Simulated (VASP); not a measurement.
# Ti16Si in VASP: single point with PBE

Aim: the single point of Ti16Si with PBE.

Program: VASP 6.6.1. These are calculated values, not measurements. Logs are shortened: lines on timing, memory, paths and dates and some standing lists are left out, and cuts for length are marked.

## Step 1: The cell of the first run

The cell holds a slab with vacuum, 17 atoms: a = 6.511 Å, b = 6.511 Å, c = 20.179 Å, α = 90.00°, β = 90.00°, γ = 90.00°.

## Step 2: Single point, PBE

Contents of INCAR:

```
SYSTEM = Ti16Si
PREC     = Accurate       ! precision mode
ENCUT    = 520            ! plane-wave cutoff, eV
EDIFF    = 1E-6           ! SCF threshold, eV
ISMEAR   = 0              ! smearing method
SIGMA    = 0.1            ! smearing width, eV
LREAL    = Auto         
LASPH    = .TRUE.         ! aspherical terms in the spheres
NELM     = 80             ! most SCF steps
ALGO     = Normal         ! electronic algorithm
ISIF     = 2              ! what is computed and relaxed
LWAVE    = .FALSE.        ! write WAVECAR
LCHARG   = .FALSE.        ! write CHGCAR
LDIPOL   = .TRUE.       
IDIPOL   = 3            
DIPOL    = 0.5 0.5 0.328
GGA      = PE             ! functional
NBANDS   = 112            ! bands
```

Contents of KPOINTS:

```
regular mesh
0
G
  4 4 1
  0 0 0
```

Contents of POSCAR:

```
Ti16Si
1.0
    6.5106718524      0.0000000000      0.0000000000
    0.0000000000      6.5106718524      0.0000000000
    0.0000000000      0.0000000000     20.1793683656
Ti Si
16 1
Direct
    0.2500000000      0.2500000000      0.1982222599
    0.2500000000      0.7500000000      0.1982222599
    0.7500000000      0.2500000000      0.1982222599
    0.7500000000      0.7500000000      0.1982222599
    0.0000000000      0.0000000000      0.2788822654
    0.0000000000      0.5000000000      0.2788822654
    0.5000000000      0.0000000000      0.2788822654
    0.5000000000      0.5000000000      0.2788822654
    0.2500000000      0.2500000000      0.3551865505
    0.2500000000      0.7500000000      0.3551865505
    0.7500000000      0.2500000000      0.3551865505
    0.7500000000      0.7500000000      0.3551865505
    0.0000000000      0.0000000000      0.4301110029
    0.0000000000      0.5000000000      0.4301110029
    0.5000000000      0.0000000000      0.4301110029
    0.5000000000      0.5000000000      0.4301110029
    0.0000000000      0.2500000000      0.5196258818
```

Potentials or basis: VASP PAW PBE potentials, release 64 (Ti_sv, Si).

Launch:

```console
cat potpaw_PBE.64/Ti_sv/POTCAR potpaw_PBE.64/Si/POTCAR > POTCAR
mpirun -np 1 vasp_std > vasp.out
```

OUTCAR:

```text
SYSTEM = Ti16Si
   PREC = Accurate
   ENCUT = 520
   EDIFF = 1E-6
   ISMEAR = 0
   LREAL = Auto
   LASPH = .TRUE.
   NELM = 80
   ISIF = 2
   GGA = PE

 ion  position               nearest neighbor table
   1  0.250  0.250  0.198-   5 2.82   6 2.82   7 2.82   8 2.82
   2  0.250  0.750  0.198-   5 2.82   6 2.82   7 2.82   8 2.82
   3  0.750  0.250  0.198-   5 2.82   6 2.82   7 2.82   8 2.82
   4  0.750  0.750  0.198-   5 2.82   6 2.82   7 2.82   8 2.82
   5  0.000  0.000  0.279-   9 2.77  10 2.77  11 2.77  12 2.77   1 2.82   2 2.82   3 2.82   4 2.82
[... 11 lines left out ...]
  11  0.750  0.250  0.355-  13 2.75  14 2.75  15 2.75  16 2.75   5 2.77   6 2.77   7 2.77   8 2.77

  12  0.750  0.750  0.355-  13 2.75  14 2.75  15 2.75  16 2.75   5 2.77   6 2.77   7 2.77   8 2.77

  13  0.000  0.000  0.430-  17 2.43  10 2.75  11 2.75  12 2.75   9 2.75
  14  0.000  0.500  0.430-  17 2.43  10 2.75  11 2.75  12 2.75   9 2.75
  15  0.500  0.000  0.430-   9 2.75  10 2.75  11 2.75  12 2.75
  16  0.500  0.500  0.430-   9 2.75  10 2.75  11 2.75  12 2.75
  17  0.000  0.250  0.520-  13 2.43  14 2.43

  LATTYP: Found a simple tetragonal cell.
 ALAT       =     6.5106718524
 C/A-ratio  =     3.0994294941

  Lattice vectors:

 A1 = (   6.5106718524,   0.0000000000,   0.0000000000)
 A2 = (   0.0000000000,   6.5106718524,   0.0000000000)
 A3 = (   0.0000000000,   0.0000000000,  20.1793683656)

Analysis of symmetry for initial positions (statically):
=====================================================================
 Subroutine PRICEL returns:
 Original cell was already a primitive cell.

 Routine SETGRP: Setting up the symmetry group for a
 simple tetragonal supercell.

 Subroutine GETGRP returns: Found  4 space group operations
 (whereof  2 operations were pure point group operations)
 out of a pool of 16 trial point group operations.

The static configuration has the point symmetry C_1h.
 The point group associated with its full space group is C_2v.

Analysis of symmetry for dynamics (positions and initial velocities):
=====================================================================
 Subroutine PRICEL returns:
 Original cell was already a primitive cell.

 Routine SETGRP: Setting up the symmetry group for a
 simple tetragonal supercell.

 Subroutine GETGRP returns: Found  4 space group operations
 (whereof  2 operations were pure point group operations)
 out of a pool of 16 trial point group operations.

The dynamic configuration has the point symmetry C_1h.
[... 126 lines left out ...]
   NUPDOWN=      -1.0000    fix difference up-down
   EMIN   =  10.00;   EMAX   =-10.00  energy-range for DOS
   EFERMI =   0.00;   METHOD = LEGACY
   ISMEAR =     0;   SIGMA  =   0.10  broadening in eV -4-tet -1-fermi 0-gaus
   EFERMI_NEDOS =   21; number of points for ismear=-14 and -15
   IALGO  =     38    algorithm
   IMIX   =      4    mixing-type and parameters
     AMIX     =   0.40;   BMIX     =  1.00
     AMIX_MAG =   1.60;   BMIX_MAG =  1.00
  volume/ion in A,a.u.               =      50.32       339.55
  Fermi-wavevector in a.u.,A,eV,Ry     =   1.001783  1.893096 13.654396  1.003570
  Thomas-Fermi vector in A             =   2.134228
   LORBIT       =      0    0 simple, 1 ext, 2 COOP (PROOUT), +10 PAW based schemes
   GGA     = PE    functional components
   LHFCALC =     F    Hartree Fock is set to
   AEXX    =    0.0000 exact exchange contribution
   IVDW    =     0    specifies the selected vdW correction
   LEPSILON=     F    determine dielectric tensor
   LRPA    =     F    only Hartree local field effects (RPA)
 non-spin polarized calculation
 Gauss-broadening in eV      SIGMA  =   0.10
  energy-cutoff  :      520.00
  volume of cell :      855.38
 maximum number of plane-waves:     23060
   NGX = 25   NGY = 25   NGZ = 75

 dipolmoment           0.000000      0.000000     -0.147073 electrons x Angstroem

 number of electron     196.0000093 magnetization

 dipolmoment           0.000000      0.000000      0.291813 electrons x Angstroem

 Free energy of the ion-electron system (eV)
  ---------------------------------------------------
  ext. energy  EPLUGINS =         0.00000000
  ---------------------------------------------------
  free energy    TOTEN  =      -120.22986199 eV

  energy without entropy =     -120.07537215  energy(sigma->0) =     -120.15261707

 E-fermi :   0.4072     XC(G=0):  -5.0113

 val. band max:        0.4013117409   @ k =   0.5000   0.2500   0.0000
 cond. band min:       0.4121463362   @ k =   0.5000   0.2500   0.0000
 fundamental gap:      0.0108345953
 Fermi energy:         0.4071884967

 k-point     1 :       0.0000    0.0000    0.0000
  band No.  band energies     occupation
      1     -56.6759      2.00000
      2     -56.6623      2.00000
      3     -56.6601      2.00000
      4     -56.6500      2.00000
      5     -56.5876      2.00000
      6     -56.5739      2.00000
[... 1006 lines left out ...]
    109       1.0611      0.00000
    110       1.0622      0.00000
 [bands above 110 left out]

------------------------ aborting loop because EDIFF is reached ----------------------------------------

 vacuum level on the upper side and lower side of the slab       (xc-potential included)         0.425        -0.747

  FORCE on cell =-STRESS in cart. coord.  units (eV):
  Direction    XX          YY          ZZ          XY          YZ          ZX
  --------------------------------------------------------------------------------------
  -------------------------------------------------------------------------------------
  Total      -12.1494921     -8.3285992     -3.5639947      0.0000000      0.0000000      0.0000000
  in kB      -22.7567125    -15.5999556     -6.6755714      0.0000000      0.0000000      0.0000000
  external PRESSURE =     -15.0107465 kB  Pullay stress =       0.0000000 kB

 VOLUME and BASIS-vectors are now :
 -----------------------------------------------------------------------------
  energy-cutoff  :      520.00
  volume of cell :      855.38
      direct lattice vectors                 reciprocal lattice vectors
     6.510671852  0.000000000  0.000000000     0.153593980  0.000000000  0.000000000
     0.000000000  6.510671852  0.000000000     0.000000000  0.153593980  0.000000000
     0.000000000  0.000000000 20.179368366     0.000000000  0.000000000  0.049555565

 POSITION                                       TOTAL-FORCE (eV/Angst)
 -----------------------------------------------------------------------------------
      1.62767      1.62767      4.00000         0.005185     -0.000000      0.534433
      1.62767      4.88300      4.00000        -0.003517      0.000000      0.526973
      4.88300      1.62767      4.00000        -0.005185      0.000000      0.534433
      4.88300      4.88300      4.00000         0.003517      0.000000      0.526973
      0.00000      0.00000      5.62767         0.000000      0.039489     -0.576606
      0.00000      3.25534      5.62767         0.000000     -0.039489     -0.576606
[... 9 lines left out ...]
      3.25534      3.25534      8.67937         0.000000      0.321308      0.205505
      0.00000      1.62767     10.48572         0.000000      0.000000     -0.003278
 -----------------------------------------------------------------------------------
    total drift:                                0.000000      0.000000      0.142723

  FREE ENERGIE OF THE ION-ELECTRON SYSTEM (eV)
  ---------------------------------------------------
  free  energy   TOTEN  =      -120.2298619911 eV

  energy  without entropy=     -120.0753721544  energy(sigma->0) =     -120.15261707

 vacuum level on the upper side and lower side of the slab         4.752         3.551
```

OSZICAR:

```text
N       E                     dE             d eps       ncg     rms          rms(c)
DAV:   1     0.248667211814E+04    0.24867E+04   -0.10512E+05  2368   0.173E+03
DAV:   2     0.233237966641E+03   -0.22534E+04   -0.22217E+04  2032   0.563E+02
DAV:   3    -0.724244787161E+02   -0.30566E+03   -0.29776E+03  3104   0.179E+02
[... 29 lines left out ...]
DAV:  33    -0.120229843005E+03   -0.18788E-04   -0.11505E-06  1408   0.475E-03    0.292E-03
DAV:  34    -0.120229851590E+03   -0.85841E-05   -0.96668E-07  1352   0.344E-03    0.253E-03
DAV:  35    -0.120229860043E+03   -0.84539E-05   -0.74783E-07  1384   0.334E-03    0.194E-03
DAV:  36    -0.120229861289E+03   -0.12452E-05   -0.27125E-07  1288   0.261E-03    0.131E-03
DAV:  37    -0.120229861991E+03   -0.70244E-06   -0.16800E-07  1248   0.147E-03
   1 F= -.12022986E+03 E0= -.12015262E+03  d E =-.154490E+00
```

Wall time 22 min (1 thread of Intel Xeon 6975P-C (Granite Rapids), shared host); peak memory 1 GiB.

Results:

| Quantity | Value |
| --- | --- |
| Free energy | -120.2299 eV |
| Largest force | 0.806 eV/Å |
| Band gap on the k mesh | zero (bands 98 and 99 overlap by 0.22 eV) |

Forces in eV/Å, atoms in the order of the input:
```
Ti   0.005  0.000  0.534
Ti  -0.004  0.000  0.527
Ti  -0.005  0.000  0.534
Ti   0.004  0.000  0.527
Ti   0.000  0.039 -0.577
Ti   0.000 -0.039 -0.577
Ti   0.000  0.032 -0.490
Ti   0.000 -0.032 -0.490
Ti   0.069  0.000 -0.007
Ti   0.481  0.000 -0.191
Ti  -0.069  0.000 -0.007
Ti  -0.481  0.000 -0.191
Ti   0.000 -0.806 -0.001
Ti   0.000  0.806 -0.001
Ti   0.000 -0.321  0.206
Ti   0.000  0.321  0.206
Si   0.000  0.000 -0.003
```

Levels at points of the mesh, in eV from the Fermi level:
```tsv
k point	band 96	band 97	band 98	band 99	band 100	band 101
(0.00, 0.00, 0.00)	-0.16	-0.12	-0.12	0.13	0.18	0.20
(0.50, 0.00, 0.00)	0.03	0.08	0.14	0.14	0.16	0.16
(0.00, 0.50, 0.00)	0.03	0.07	0.08	0.14	0.18	0.19
(0.50, 0.50, 0.00)	-0.19	-0.14	-0.09	-0.09	-0.06	-0.05
```
